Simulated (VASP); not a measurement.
Input of a VASP 6.6.1 run:

POSCAR

```
ZrC
1.0
    3.3914762718      0.0000000000      0.0000000000
   -1.6957381359      2.9371046077      0.0000000000
    0.0000000000      0.0000000000      5.2900530000
Zr C
2 2
Direct
    0.6666666667      0.3333333333      0.7500000000
    0.3333333333      0.6666666667      0.2500000000
    0.0000000000      0.0000000000      0.5000000000
    0.0000000000      0.0000000000      0.0000000000
```

INCAR.step1

```
SYSTEM = ZrC
PREC     = Accurate       ! precision mode
ENCUT    = 520            ! plane-wave cutoff, eV
ISMEAR   = -1             ! smearing method
SIGMA    = 0.05           ! smearing width, eV
LREAL    = .False.        ! projectors in reciprocal space
LASPH    = .True.         ! aspherical terms in the spheres
NELM     = 60             ! most SCF steps
NBANDS   = 24             ! bands
GGA      = PE             ! functional
ALGO     = Normal         ! electronic algorithm
EDIFF    = 1E-4           ! SCF threshold, eV
LWAVE    = .True.         ! write WAVECAR
LCHARG   = .False.        ! write CHGCAR
```

Contents of INCAR.step2:

```
SYSTEM = ZrC
PREC     = Accurate       ! precision mode
ENCUT    = 520            ! plane-wave cutoff, eV
EDIFF    = 1E-6           ! SCF threshold, eV
ISMEAR   = -1             ! smearing method
SIGMA    = 0.05           ! smearing width, eV
LREAL    = .False.        ! projectors in reciprocal space
LASPH    = .True.         ! aspherical terms in the spheres
NELM     = 60             ! most SCF steps
ALGO     = Normal         ! electronic algorithm
ISIF     = 2              ! what is computed and relaxed
LWAVE    = .False.        ! write WAVECAR
LCHARG   = .False.        ! write CHGCAR
METAGGA  = R2SCAN         ! meta-GGA
LMIXTAU  = .True.       
NBANDS   = 24             ! bands
ISTART   = 1
```

The input KPOINTS:

```
regular mesh
0
Gamma
  5 5 3
  0 0 0
```

Potentials or basis: VASP PAW PBE potentials, release 64 (Zr_sv, C).

Command:

```console
$ cat potpaw_PBE.64/Zr_sv/POTCAR potpaw_PBE.64/C/POTCAR > POTCAR
$ cp INCAR.step1 INCAR
$ mpirun -np 1 vasp_std > vasp.out
$ cp INCAR.step2 INCAR
$ mpirun -np 1 vasp_std > vasp.out
```

(1) Predict the band gap on the k mesh.

(2) Estimate the pressure.

Answers

(1) zero (band 16 reaches 10.99 eV, above the bottom of band 17 at 9.91 eV).

(2) -2.1 GPa.

Caveat: the k points lie up to 0.43 Å⁻¹ apart; the PAW data sets were made with another functional, which shifts forces and pressure a little.
